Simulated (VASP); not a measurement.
# Cu in VASP: single point with LDA

Aim: the single point of Cu with LDA.

Program: VASP 6.6.1. These are calculated values, not measurements. Logs are shortened: lines on timing, memory, paths and dates and some standing lists are left out, and cuts for length are marked.

## 1. The cell of the first run

The cell holds a atom, 1 atom: a = 14.000 Å, b = 14.400 Å, c = 14.800 Å, α = 90.00°, β = 90.00°, γ = 90.00°.

## 2. Single point, LDA, collinear spin, ferromagnetic start

The input, INCAR:

```
SYSTEM = Cu
ALGO = Normal
EDIFF = 1E-7
ENCUT = 520
GGA = CA
ISIF = 2
ISMEAR = -1
ISPIN = 2
ISYM = 0
LASPH = .TRUE.
LCHARG = .FALSE.
LMAXMIX = 4
LORBIT = 11
LREAL = .FALSE.
LWAVE = .FALSE.
MAGMOM = 1
NBANDS = 16
NELM = 150
PREC = Accurate
SIGMA = 0.01
```

The input, KPOINTS:

```
k-points
0
G
  1 1 1
  0 0 0
```

The input, POSCAR:

```
Cu
1.0
   14.0000000000      0.0000000000      0.0000000000
    0.0000000000     14.4000000000      0.0000000000
    0.0000000000      0.0000000000     14.8000000000
Cu
1
Direct
    0.5000000000      0.5000000000      0.5000000000
```

Potentials or basis: VASP PAW LDA potentials, release 64 (Cu).

Launch:

```
> cat potpaw_LDA.64/Cu/POTCAR > POTCAR
> mpirun -np 1 vasp_gam > vasp.out
```

OUTCAR:

```text
SYSTEM = Cu
   EDIFF = 1E-7
   ENCUT = 520
   GGA = CA
   ISIF = 2
   ISMEAR = -1
   ISPIN = 2
   ISYM = 0
   LASPH = .TRUE.
   LORBIT = 11
   LREAL = .FALSE.
   NELM = 150
   PREC = Accurate

 ion  position               nearest neighbor table
   1  0.500  0.500  0.500-

IMPORTANT INFORMATION: All symmetrisations will be switched off!
NOSYMM: (Re-)initialisation of all symmetry stuff for point group C_1.

----------------------------------------------------------------------------------------

                                     Primitive cell

  volume of cell :    2983.6800

  direct lattice vectors                    reciprocal lattice vectors
    14.000000000  0.000000000  0.000000000     0.071428571  0.000000000  0.000000000
     0.000000000 14.400000000  0.000000000     0.000000000  0.069444444  0.000000000
     0.000000000  0.000000000 14.800000000     0.000000000  0.000000000  0.067567568

  length of vectors
    14.000000000 14.400000000 14.800000000     0.071428571  0.069444444  0.067567568

  position of ions in fractional coordinates (direct lattice)
     0.500000000  0.500000000  0.500000000

  ion indices of the primitive-cell ions
   primitive index   ion index
                 1           1

----------------------------------------------------------------------------------------

 KPOINTS: k-points

Automatic generation of k-mesh.
 Grid dimensions read from file:
 generate k-points for:    1    1    1

 Generating k-lattice:

  Cartesian coordinates                     Fractional coordinates (reciprocal lattice)
     0.071428571  0.000000000  0.000000000     1.000000000  0.000000000  0.000000000
     0.000000000  0.069444444  0.000000000     0.000000000  1.000000000  0.000000000
     0.000000000  0.000000000  0.067567568     0.000000000  0.000000000  1.000000000

  Length of vectors
     0.071428571  0.069444444  0.067567568

  Shift w.r.t. Gamma in fractional coordinates (k-lattice)
     0.000000000  0.000000000  0.000000000

 Subroutine IBZKPT returns following result:
 ===========================================

 Found      1 irreducible k-points:

 Following reciprocal coordinates:
            Coordinates               Weight
  0.000000  0.000000  0.000000      1.000000
   k-points           NKPTS =      1   k-points in BZ     NKDIM =      1   number of bands    NBANDS=     16
   number of dos      NEDOS =    301   number of ions     NIONS =      1
   total plane-waves  NPLWV = ******
   dimension x,y,z NGX =   108 NGY =  108 NGZ =  112
   dimension x,y,z NGXF=   216 NGYF=  216 NGZF=  224
   ions per type =               1
   NGX,Y,Z   is equivalent  to a cutoff of  12.82, 12.47, 12.58 a.u.
   NGXF,Y,Z  is equivalent  to a cutoff of  25.65, 24.94, 25.16 a.u.
 SYSTEM =  Cu
   PREC   = accura    normal or accurate (medium, high low for compatibility)
   ISTART =      0    job   : 0-new  1-cont  2-samecut
   ICHARG =      2    charge: 1-file 2-atom 10-const
   ISPIN  =      2    spin polarized calculation?
   LNONCOLLINEAR =      F non collinear calculations
   LSORBIT =      F    spin-orbit coupling
   LASPH  =      T    aspherical Exc in radial PAW
   ENCUT  =  520.0 eV  38.22 Ry    6.18 a.u.  26.03 26.77 27.52*2*pi/ulx,y,z
   NELM   =    150;   NELMIN=  2; NELMDL= -5     # of ELM steps
   EDIFF  = 0.1E-06   stopping-criterion for ELM
   LREAL  =      F    real-space projection
   EDIFFG = 0.1E-05   stopping-criterion for IOM
   NSW    =      0    number of steps for IOM
   IBRION =     -1    ionic relax: 0-MD 1-quasi-New 2-CG
   NFREE  =      0    steps in history (QN), initial steepest desc. (CG)
   ISIF   =      2    stress and relaxation
   ISYM   =      0    0-nonsym 1-usesym 2-fastsym
   POTIM  = 0.5000    time-step for ionic-motion
   TEBEG  =    0.0;   TEEND  =   0.0 temperature during run
   PSTRESS=    0.0 pullay stress
   NELECT =      11.0000    total number of electrons
   NUPDOWN=      -1.0000    fix difference up-down
   EMIN   =  10.00;   EMAX   =-10.00  energy-range for DOS
   EFERMI =   0.00;   METHOD = LEGACY
   ISMEAR =    -1;   SIGMA  =   0.01  broadening in eV -4-tet -1-fermi 0-gaus
   EFERMI_NEDOS =   21; number of points for ismear=-14 and -15
   IALGO  =     38    algorithm
   IMIX   =      4    mixing-type and parameters
     AMIX     =   0.40;   BMIX     =  1.00
     AMIX_MAG =   1.60;   BMIX_MAG =  1.00
  volume/ion in A,a.u.               =    2983.68     20134.87
  Fermi-wavevector in a.u.,A,eV,Ry     =   0.252904  0.477918  0.870232  0.063960
  Thomas-Fermi vector in A             =   1.072337
   LORBIT       =     11    0 simple, 1 ext, 2 COOP (PROOUT), +10 PAW based schemes
   GGA     = CA    functional components
   LHFCALC =     F    Hartree Fock is set to
   AEXX    =    0.0000 exact exchange contribution
   IVDW    =     0    specifies the selected vdW correction
   LEPSILON=     F    determine dielectric tensor
   LRPA    =     F    only Hartree local field effects (RPA)
 spin polarized calculation
  energy-cutoff  :      520.00
  volume of cell :     2983.68
 maximum number of plane-waves:     40220
 NGX is ok and might be reduce to   108
   NGX = 53   NGY = 53   NGZ = 55

 number of electron      11.0000020 magnetization       1.0000000

 Free energy of the ion-electron system (eV)
  ---------------------------------------------------
  ext. energy  EPLUGINS =         0.00000000
  ---------------------------------------------------
  free energy    TOTEN  =        -0.18709010 eV

  energy without entropy =       -0.18709010  energy(sigma->0) =       -0.18709010

 E-fermi :  -4.8558     XC(G=0):  -0.3039

 val. band max:       -5.0982799307   @ k =   0.0000   0.0000   0.0000
 cond. band min:      -4.3446332177   @ k =   0.0000   0.0000   0.0000
 fundamental gap:      0.7536467130
 Fermi energy:        -4.8558048071

 spin component 1

 k-point     1 :       0.0000    0.0000    0.0000
  band No.  band energies     occupation
      1      -5.2940      1.00000
      2      -5.2940      1.00000
      3      -5.2939      1.00000
      4      -5.2939      1.00000
      5      -5.2939      1.00000
      6      -5.0983      1.00000
      7      -0.9198      0.00000
      8      -0.9187      0.00000
      9      -0.9174      0.00000
     10      -0.0744      0.00000
     11       0.6126      0.00000
     12       0.6470      0.00000
     13       0.7123      0.00000
     14       0.7467      0.00000
     15       0.7844      0.00000
     16       0.8253      0.00000
 Fermi energy:        -4.8558048071

 spin component 2

 k-point     1 :       0.0000    0.0000    0.0000
  band No.  band energies     occupation
      1      -5.1457      1.00000
      2      -5.1457      1.00000
      3      -5.1457      1.00000
      4      -5.1457      1.00000
      5      -5.1457      1.00000
      6      -4.3446      0.00000
      7      -0.4200      0.00000
      8      -0.4172      0.00000
      9      -0.4138      0.00000
     10      -0.0420      0.00000
     11       0.6314      0.00000
     12       0.6685      0.00000
     13       0.7577      0.00000
     14       0.8029      0.00000
     15       0.8382      0.00000
     16       0.8770      0.00000

------------------------ aborting loop because EDIFF is reached ----------------------------------------

  FORCE on cell =-STRESS in cart. coord.  units (eV):
  Direction    XX          YY          ZZ          XY          YZ          ZX
  --------------------------------------------------------------------------------------
  -------------------------------------------------------------------------------------
  Total       -0.0041784     -0.0082387     -0.0067732     -0.0000000     -0.0000001     -0.0000001
  in kB       -0.0022437     -0.0044240     -0.0036371     -0.0000000     -0.0000000     -0.0000000
  external PRESSURE =      -0.0034349 kB  Pullay stress =       0.0000000 kB

 VOLUME and BASIS-vectors are now :
 -----------------------------------------------------------------------------
  energy-cutoff  :      520.00
  volume of cell :     2983.68
      direct lattice vectors                 reciprocal lattice vectors
    14.000000000  0.000000000  0.000000000     0.071428571  0.000000000  0.000000000
     0.000000000 14.400000000  0.000000000     0.000000000  0.069444444  0.000000000
     0.000000000  0.000000000 14.800000000     0.000000000  0.000000000  0.067567568

 POSITION                                       TOTAL-FORCE (eV/Angst)
 -----------------------------------------------------------------------------------
      7.00000      7.20000      7.40000         0.000000     -0.000000     -0.000000
 -----------------------------------------------------------------------------------
    total drift:                                0.000000     -0.000000     -0.000000

  FREE ENERGIE OF THE ION-ELECTRON SYSTEM (eV)
  ---------------------------------------------------
  free  energy   TOTEN  =        -0.1870900997 eV

  energy  without entropy=       -0.1870900997  energy(sigma->0) =       -0.18709010

 total charge

# of ion       s       p       d       tot
------------------------------------------
    1        0.355   0.000   9.434   9.790

 magnetization (x)

# of ion       s       p       d       tot
------------------------------------------
    1        0.355   0.000  -0.030   0.326
```

It took 5.3 min on 1 thread of Intel Xeon Platinum 8259CL at 2.50GHz (Skylake/Cascade Lake), shared host; peak memory 1.5 GiB.

What came out:

```yaml
Free_energy: -0.1871 eV
Pressure: 0.0 GPa
Band_gap_on_the_k_mesh: 0.75 eV
Net_moment: 1.00 μB per cell
Site_moments: Cu +0.33 μB
Valence_electrons_inside_the_program's_atomic_spheres: Cu 9.79
```

Levels at points of the mesh, in eV from the valence-band top:
Spin up:
```
           k point  band 3  band 4  band 5  band 6  band 7  band 8  band 9  band 10
(0.00, 0.00, 0.00)   -0.20   -0.20   -0.20    0.00    4.18    4.18    4.18     5.02
```
Spin down:
```tsv
k point	band 1	band 2	band 3	band 4	band 5	band 6	band 7	band 8	band 9	band 10
(0.00, 0.00, 0.00)	-0.05	-0.05	-0.05	-0.05	-0.05	0.75	4.68	4.68	4.68	5.06
```
